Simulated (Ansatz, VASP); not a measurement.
# Si2W in VASP and in Ansatz

```
Si W
1.0
    -1.60125    1.60125    3.90787
     1.60125   -1.60125    3.90787
     1.60125    1.60125   -3.90787
Si W
2 1
Direct
  0.33450 0.33450 0.00000
  0.66550 0.66550 0.00000
  0.00000 0.00000 0.00000
```

Alike in both runs: functional PBEsol; k mesh 18 × 18 × 18; occupations gaussian, width 0.1 eV; no spin polarisation.

Ansatz relaxed the structure, and its values are those at the end. VASP's run is a single point on that final structure, the one shown.

```csv
,VASP,Ansatz
version,VASP 6.6.1,Ansatz 0.2.0
potentials or method,"VASP PAW PBE potentials, release 64 (Si, W_sv), cutoff 520 eV","scalar-relativistic, plane waves, PAW"
valence electrons in the cell,22,22
```

|  | VASP | Ansatz | Ansatz less VASP |
| --- | --- | --- | --- |
| gap on the k mesh at the Fermi level (eV) | none | none | - |
| pressure (GPa) | 0.3 | 0.0 | -0.32 |

VASP's potentials were made for PBE, not for PBEsol. A gap of «none» marks a metal or a gap that the smearing closes.

Neither program's run includes spin-orbit coupling.
